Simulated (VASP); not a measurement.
# Si6O11 (a cell with a defect) in VASP: further runs, part 2 of 2

VASP 6.6.1. Earlier steps stand in the parts before.

## (4) Single point, LDA

The input, INCAR:

```
SYSTEM = Si6O11
ALGO = Normal
EDIFF = 1E-6
ENCUT = 520
ISIF = 2
ISMEAR = 0
LASPH = .TRUE.
LCHARG = .FALSE.
LREAL = Auto
LWAVE = .FALSE.
NBANDS = 59
NELECT = 88.0
NELM = 60
PREC = Accurate
SIGMA = 0.05
```

The input, KPOINTS:

```
k-points
0
G
  4 4 2
  0 0 0
```

The input, POSCAR:

```
Si6O11
1.0
   -2.4333868794      4.2147497096      0.0000000000
    0.0000000000      0.0000000000      5.3651521237
    7.3001606382      4.2147497096      0.0000000000
Si O
6 11
Direct
    0.7676536602      0.3333333333      0.2323463398
    0.2676536602      0.3333333333      0.7323463398
    0.4646926795      0.6666666667      0.0000000000
    0.9646926795      0.6666666667      0.5000000000
    0.2676536602      0.0000000000      0.2676536602
    0.7676536602      0.0000000000      0.7676536602
    0.0706884960      0.2213245393      0.2055640003
    0.5706884960      0.2213245393      0.7055640003
    0.7730017524      0.5546578727      0.3618737519
    0.2730017524      0.5546578727      0.8618737519
    0.6563097516      0.8879912060      0.9325622479
    0.3586964040      0.7969983849      0.1874780455
    0.7730017524      0.7786754607      0.6381262481
    0.6563097516      0.4453421273      0.0674377521
    0.1563097516      0.4453421273      0.5674377521
    0.5706884960      0.1120087940      0.2944359997
    0.0706884960      0.1120087940      0.7944359997
```

Potentials or basis: VASP PAW LDA potentials, release 64 (Si, O).

On the command line:

```bash
$ cat potpaw_LDA.64/Si/POTCAR potpaw_LDA.64/O/POTCAR > POTCAR
$ mpirun -np 1 vasp_std > vasp.out
```

OUTCAR:

```text
SYSTEM = Si6O11
   EDIFF = 1E-6
   ENCUT = 520
   ISIF = 2
   ISMEAR = 0
   LASPH = .TRUE.
   LREAL = Auto
   NELECT = 88.0
   NELM = 60
   PREC = Accurate

 ion  position               nearest neighbor table
   1  0.768  0.333  0.232-   7 1.61  14 1.61  16 1.61   9 1.61   5 3.03   5 3.03   4 3.03   3 3.03

   2  0.268  0.333  0.732-   8 1.61  15 1.61  17 1.61  10 1.61   6 3.03   6 3.03   3 3.03   4 3.03
[... 1422 lines left out ...]
  -------------------------------------------------------------------------------------
  Total      -15.6129616    -16.1370208     -1.4595659     -0.4598155      1.5249273     11.8341067
  in kB     -113.6503797   -117.4651288    -10.6245197     -3.3471039     11.1003003     86.1432157
  external PRESSURE =     -80.5800094 kB  Pullay stress =       0.0000000 kB

 VOLUME and BASIS-vectors are now :
 -----------------------------------------------------------------------------
  energy-cutoff  :      520.00
  volume of cell :      220.10
      direct lattice vectors                 reciprocal lattice vectors
    -2.433386879  4.214749710  0.000000000    -0.102737465  0.177946510  0.000000000
     0.000000000  0.000000000  5.365152124     0.000000000  0.000000000  0.186388005
     7.300160638  4.214749710  0.000000000     0.102737465  0.059315503  0.000000000

 POSITION                                       TOTAL-FORCE (eV/Angst)
 -----------------------------------------------------------------------------------
     -0.17183      4.21475      1.78838        -0.313103     -1.731608      0.072842
      4.69494      4.21475      1.78838         1.011188      1.399446     -0.472825
     -1.13078      1.95856      3.57677         0.322935      1.026099     -0.132466
      1.30261      6.17331      3.57677         2.556048     -1.029355     -3.008009
      1.30261      2.25619      0.00000         5.767515      0.267067     14.236839
      3.73600      6.47094      0.00000         0.982622      0.367037      1.443478
[... 9 lines left out ...]
      0.76072      3.64628      0.60094         1.398456      1.402327      1.494390
      5.62750      3.64628      0.60094        -0.386683     -0.118113     -0.071072
 -----------------------------------------------------------------------------------
    total drift:                               -0.005791     -0.024639     -0.016757

  FREE ENERGIE OF THE ION-ELECTRON SYSTEM (eV)
  ---------------------------------------------------
  free  energy   TOTEN  =      -144.9700297852 eV

  energy  without entropy=     -144.9662283637  energy(sigma->0) =     -144.96812907
```

It took 2.2 min on 1 thread of Intel Xeon 6975P-C (Granite Rapids), shared host; peak memory 0.32 GiB.

Results:

- Free energy: -144.9700 eV
- Largest force: 18.465 eV/Å

Forces in eV/Å, atoms in the order of the input:
```
Si   -0.313  -1.732   0.073
Si    1.011   1.399  -0.473
Si    0.323   1.026  -0.132
Si    2.556  -1.029  -3.008
Si    5.768   0.267  14.237
Si    0.983   0.367   1.443
O     0.501   0.991  -1.320
O    -0.311  -0.219   0.018
O     0.131   1.117   1.422
O     0.896   0.291   0.829
O     0.651  -0.197  -0.313
O   -10.285  -2.896 -15.059
O    -1.785  -0.014  -0.086
O     0.200   0.270  -0.290
O    -1.337  -0.927   1.236
O     1.398   1.402   1.494
O    -0.387  -0.118  -0.071
```

Caveat: the cell carries a net charge on a neutralising background, which shifts energy and pressure; the cell differs from its parent crystal (atoms taken out, atom 12 moved 0.125 of the way to it and +0.500 Å across, host rigid); the cell is charged against a uniform background, so pressure and absolute levels hang on convention.

## (5) Single point, LDA

The input, INCAR:

```
ALGO = Normal ; EDIFF = 1E-7
ENCUT = 520 ; ISIF = 2
ISMEAR = 0 ; LASPH = True
LCHARG = False ; LREAL = Auto
LWAVE = False ; NBANDS = 59
NELECT = 88.0 ; NELM = 80
PREC = Accurate ; SIGMA = 0.05
```

The input, KPOINTS:

```
k-points
0
Gamma
  4 4 2
```

POSCAR, as its differences from that of step 4:

```diff
@@ -19,3 +19,3 @@
     0.6563097516      0.8879912060      0.9325622479
-    0.3586964040      0.7969983849      0.1874780455
+    0.0915826757      0.8993264461      0.4630930991
     0.7730017524      0.7786754607      0.6381262481
```

On the command line:

```bash
$ cat potpaw_LDA.64/Si/POTCAR potpaw_LDA.64/O/POTCAR > POTCAR
$ mpirun -np 1 vasp_std > vasp.out
```

Run time: 2.9 min. Hardware: 1 thread of Intel Xeon 6975P-C (Granite Rapids), shared host; peak memory 0.31 GiB.

The run converged. Its results:

| Quantity | Value |
| --- | --- |
| Free energy | -144.9177 eV |
| Largest force | 14.359 eV/Å |

Forces in eV/Å, atoms in the order of the input:
```
Si   0.686  0.328  0.647
Si  -0.452 -0.517 -0.676
Si  -2.927 -0.035 -0.946
Si   4.855 -2.339 -9.249
Si   3.976  0.864  1.260
Si  -0.821 -0.217  0.798
O   -0.835  0.549 -0.996
O    0.034  0.130  0.070
O   -0.668 -0.701 -0.557
O    1.334  0.733  1.274
O    1.957  0.093 -0.579
O   -9.828  2.936 10.048
O    1.508 -0.344 -0.203
O    0.525 -0.606  0.744
O   -0.187 -0.045 -0.024
O    0.528 -0.932 -1.457
O    0.315  0.103 -0.153
```

Levels at points of the mesh, in eV from the Fermi level:
```
           k point  band 42  band 43  band 44  band 45  band 46  band 47
(0.00, 0.00, 0.00)    -0.60    -0.23    -0.12    -0.01     3.68     6.26
(0.50, 0.00, 0.00)    -0.52    -0.16    -0.09     0.23     3.60     6.09
(0.00, 0.50, 0.00)    -0.42    -0.30    -0.13     0.11     3.55     5.92
(0.50, 0.50, 0.00)    -0.71    -0.64    -0.28     0.28     3.61     6.37
(0.00, 0.00, 0.50)    -0.61    -0.27    -0.04     0.12     3.55     6.29
(0.50, 0.00, 0.50)    -0.57    -0.22    -0.11     0.17     3.64     6.15
(0.00, 0.50, 0.50)    -0.52    -0.42    -0.05     0.22     3.53     5.94
(0.50, 0.50, 0.50)    -0.65    -0.50    -0.23     0.09     3.64     6.37
```

Caveat: the cell carries a net charge on a neutralising background, which shifts energy and pressure; the cell differs from its parent crystal (atoms taken out, atom 12 moved 1.125 of the way to it and -0.250 Å across, host rigid); the cell is charged against a uniform background, so pressure and absolute levels hang on convention.

## (6) Single point, LDA

The input, INCAR:

```
SYSTEM = Si6O11
PREC     = Accurate       ! precision mode
ENCUT    = 520            ! plane-wave cutoff, eV
EDIFF    = 1E-6           ! SCF threshold, eV
ISMEAR   = 0              ! smearing method
SIGMA    = 0.05           ! smearing width, eV
LREAL    = Auto         
LASPH    = .True.         ! aspherical terms in the spheres
NELM     = 60             ! most SCF steps
ALGO     = Normal         ! electronic algorithm
ISIF     = 2              ! what is computed and relaxed
LWAVE    = .False.        ! write WAVECAR
LCHARG   = .False.        ! write CHGCAR
GGA      = CA             ! functional
NBANDS   = 59             ! bands
NELECT   = 88.0
```

The input, KPOINTS:

```
regular mesh
0
Gamma
  4 4 2
  0 0 0
```

POSCAR, as its differences from that of step 5:

```diff
@@ -19,3 +19,3 @@
     0.6563097516      0.8879912060      0.9325622479
-    0.0915826757      0.8993264461      0.4630930991
+    0.1417232515      0.9016556742      0.4693667478
     0.7730017524      0.7786754607      0.6381262481
```

Potentials or basis: VASP PAW LDA potentials, release 64 (Si, O).

On the command line:

```bash
$ cat potpaw_LDA.64/Si/POTCAR potpaw_LDA.64/O/POTCAR > POTCAR
$ mpirun -np 1 vasp_std > vasp.out
```

OUTCAR:

```text
SYSTEM = Si6O11
   PREC = Accurate
   ENCUT = 520
   EDIFF = 1E-6
   ISMEAR = 0
   LREAL = Auto
   LASPH = .True.
   NELM = 60
   ISIF = 2
   GGA = CA
   NELECT = 88.0

 ion  position               nearest neighbor table
   1  0.768  0.333  0.232-   7 1.61  14 1.61  16 1.61   9 1.61   5 3.03   5 3.03   4 3.03   3 3.03

   2  0.268  0.333  0.732-   8 1.61  15 1.61  17 1.61  10 1.61   6 3.03   6 3.03   3 3.03   4 3.03

   3  0.465  0.667  0.000-  10 1.61  11 1.61  14 1.61   5 3.03   2 3.03   6 3.03   1 3.03
   4  0.965  0.667  0.500-  12 1.55  13 1.61   9 1.61  15 1.61   6 3.03   1 3.03   5 3.03   2 3.03

   5  0.268  0.000  0.268-  16 1.61   7 1.61  12 1.88   3 3.03   1 3.03   1 3.03   4 3.03
   6  0.768  0.000  0.768-  17 1.61  11 1.61   8 1.61  13 1.61   4 3.03   2 3.03   2 3.03   3 3.03

   7  0.071  0.221  0.206-   1 1.61   5 1.61
   8  0.571  0.221  0.706-   2 1.61   6 1.61
   9  0.773  0.555  0.362-   4 1.61   1 1.61
  10  0.273  0.555  0.862-   3 1.61   2 1.61
  11  0.656  0.888  0.933-   6 1.61   3 1.61
  12  0.142  0.902  0.469-   4 1.55   5 1.88
  13  0.773  0.779  0.638-   4 1.61   6 1.61
  14  0.656  0.445  0.067-   1 1.61   3 1.61
  15  0.156  0.445  0.567-   2 1.61   4 1.61
  16  0.571  0.112  0.294-   5 1.61   1 1.61
  17  0.071  0.112  0.794-   6 1.61   2 1.61

  LATTYP: Found a simple orthorhombic cell.
 ALAT       =     4.8667737588
 B/A-ratio  =     1.1024042599
 C/A-ratio  =     1.7320508076

  Lattice vectors:

 A1 = (  -2.4333868794,   4.2147497096,   0.0000000000)
 A2 = (   0.0000000000,   0.0000000000,   5.3651521237)
 A3 = (   7.3001606382,   4.2147497096,   0.0000000000)

Analysis of symmetry for initial positions (statically):
=====================================================================
 Subroutine PRICEL returns:
 Original cell was already a primitive cell.

 Routine SETGRP: Setting up the symmetry group for a
 simple orthorhombic supercell.

 Subroutine GETGRP returns: Found  1 space group operations
[... 166 lines left out ...]
   LORBIT       =      0    0 simple, 1 ext, 2 COOP (PROOUT), +10 PAW based schemes
   GGA     = CA    functional components
   LHFCALC =     F    Hartree Fock is set to
   AEXX    =    0.0000 exact exchange contribution
   IVDW    =     0    specifies the selected vdW correction
   LEPSILON=     F    determine dielectric tensor
   LRPA    =     F    only Hartree local field effects (RPA)
 non-spin polarized calculation
 Gauss-broadening in eV      SIGMA  =   0.05
  energy-cutoff  :      520.00
  volume of cell :      220.10
 maximum number of plane-waves:      5960
   NGX = 19   NGY = 19   NGZ = 31

 number of electron      88.0000001 magnetization

 Free energy of the ion-electron system (eV)
  ---------------------------------------------------
  ext. energy  EPLUGINS =         0.00000000
  ---------------------------------------------------
  free energy    TOTEN  =      -145.97850853 eV

  energy without entropy =     -145.97223422  energy(sigma->0) =     -145.97537138

 E-fermi :   1.0509     XC(G=0):  -9.6334

 val. band max:        1.0336338449   @ k =   0.0000   0.2500   0.5000
 cond. band min:       1.0824691664   @ k =   0.0000   0.2500   0.0000
 fundamental gap:      0.0488353215
 Fermi energy:         1.0508734793

 k-point     1 :       0.0000    0.0000    0.0000
  band No.  band energies     occupation
      1     -18.4816      2.00000
      2     -17.9047      2.00000
      3     -17.4343      2.00000
      4     -17.0219      2.00000
      5     -16.8173      2.00000
      6     -16.7780      2.00000
[... 1169 lines left out ...]
     55      10.9757      0.00000
     56      11.0477      0.00000
 [bands above 56 left out]

------------------------ aborting loop because EDIFF is reached ----------------------------------------

  FORCE on cell =-STRESS in cart. coord.  units (eV):
  Direction    XX          YY          ZZ          XY          YZ          ZX
  --------------------------------------------------------------------------------------
  -------------------------------------------------------------------------------------
  Total      -22.3969538    -16.7967637    -15.5367564     -2.5537494      0.8309603     -2.5266532
  in kB     -163.0326370   -122.2675502   -113.0956646    -18.5893362      6.0487535    -18.3920967
  external PRESSURE =    -132.7986173 kB  Pullay stress =       0.0000000 kB

 VOLUME and BASIS-vectors are now :
 -----------------------------------------------------------------------------
  energy-cutoff  :      520.00
  volume of cell :      220.10
      direct lattice vectors                 reciprocal lattice vectors
    -2.433386879  4.214749710  0.000000000    -0.102737465  0.177946510  0.000000000
     0.000000000  0.000000000  5.365152124     0.000000000  0.000000000  0.186388005
     7.300160638  4.214749710  0.000000000     0.102737465  0.059315503  0.000000000

 POSITION                                       TOTAL-FORCE (eV/Angst)
 -----------------------------------------------------------------------------------
     -0.17183      4.21475      1.78838         0.647236      0.177899      0.525719
      4.69494      4.21475      1.78838        -0.471055     -0.504566     -0.710453
     -1.13078      1.95856      3.57677        -2.953003     -0.048635     -0.900288
      1.30261      6.17331      3.57677         2.219148     -0.557537     -2.722487
      1.30261      2.25619      0.00000         4.135043      1.636781      1.208142
      3.73600      6.47094      0.00000        -0.933621     -0.310250      0.659065
[... 9 lines left out ...]
      0.76072      3.64628      0.60094         0.225890     -0.779227     -1.274372
      5.62750      3.64628      0.60094         0.333774      0.131324     -0.122693
 -----------------------------------------------------------------------------------
    total drift:                               -0.006484     -0.020129     -0.009741

  FREE ENERGIE OF THE ION-ELECTRON SYSTEM (eV)
  ---------------------------------------------------
  free  energy   TOTEN  =      -145.9785085338 eV

  energy  without entropy=     -145.9722342177  energy(sigma->0) =     -145.97537138
```

It took 3 min on 1 thread of Intel Xeon 6975P-C (Granite Rapids), shared host; peak memory 0.32 GiB.

What came out:

```
Free energy   : -145.9785 eV
Largest force : 7.169 eV/Å
```

Forces on the atoms (eV/Å):
```
Si   0.647  0.178  0.526
Si  -0.471 -0.505 -0.710
Si  -2.953 -0.049 -0.900
Si   2.219 -0.558 -2.722
Si   4.135  1.637  1.208
Si  -0.934 -0.310  0.659
O   -0.787  0.532 -1.079
O    0.054  0.138  0.093
O   -0.674 -0.347 -0.068
O    1.317  0.720  1.260
O    1.990  0.120 -0.572
O   -6.406  0.002  3.219
O    0.898 -0.262 -0.071
O    0.529 -0.571  0.746
O   -0.126 -0.078 -0.190
O    0.226 -0.779 -1.274
O    0.334  0.131 -0.123
```

Caveat: the k points lie up to 0.37 Å⁻¹ apart; the cell carries a net charge on a neutralising background, which shifts energy and pressure; the cell differs from its parent crystal (atoms taken out, atom 12 moved 1.125 of the way to it and +0.000 Å across, host rigid); the cell is charged against a uniform background, so pressure and absolute levels hang on convention.
